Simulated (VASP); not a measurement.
Set up this calculation in VASP 6.6.1, as the native input.

- Task: single point
- Functional: PBE
- Potentials or basis: VASP PAW PBE potentials, release 64 (In_d, Ge_d, O)
- Cutoff: 520 eV
- k mesh: 2 × 2 × 3
- Occupations: gaussian, width 0.15 eV
- Spin: no spin polarisation
- Dipole correction: no
- Further INCAR settings: ALGO = Normal; EDIFF = 1e-07; NBANDS = 59

The structure of In6GeO lies in POSCAR:

```
In6GeO
1.0
    8.8416131479     -0.0000000038      0.0000000000
   -4.4208065706      7.6570615985      0.0000000000
    0.0000000000      0.0000000000      3.7756673681
In Ge O
6 1 1
Direct
    0.6608913644      0.0000000000      0.0000000000
    0.0000000000      0.6608913644      0.0000000000
    0.3391086356      0.3391086356      0.0000000000
    0.3391086356      0.0000000000      0.0000000000
    0.0000000000      0.3391086356      0.0000000000
    0.6608913644      0.6608913644      0.0000000000
    0.0000000000      0.0000000000      0.0000000000
    0.0000000000      0.0000000000      0.5000000000
```

The input as run:

INCAR

```
PREC = Accurate
ENCUT = 520
EDIFF = 1E-7
ISMEAR = 0
SIGMA = 0.15
LREAL = False
LASPH = True
NELM = 80
ALGO = Normal
ISIF = 2
LWAVE = False
LCHARG = True
GGA = PE
LELF = True
LVHAR = True
NBANDS = 59
```

KPOINTS

```
Automatic mesh
0
Gamma
  2 2 3
```

Potentials or basis: VASP PAW PBE potentials, release 64 (In_d, Ge_d, O).

Command:

```bash
$ cat potpaw_PBE.64/In_d/POTCAR potpaw_PBE.64/Ge_d/POTCAR potpaw_PBE.64/O/POTCAR > POTCAR
$ mpirun -np 1 vasp_std > vasp.out
```

It gave:

```yaml
Pressure: -0.4 GPa
Largest_force: 0.025 eV/Å
Band_gap_on_the_k_mesh: zero (band 49 reaches 4.37 eV, above the bottom of band 50 at 3.92 eV)
```

Caveat: the k points lie up to 0.55 Å⁻¹ apart; spin-orbit coupling is left out, which moves the levels of the heavy elements.

Wall time 70 s on 1 thread of Intel(R) Xeon(R) 6975P-C (Granite Rapids), on a shared host, peak memory 0.38 GiB.
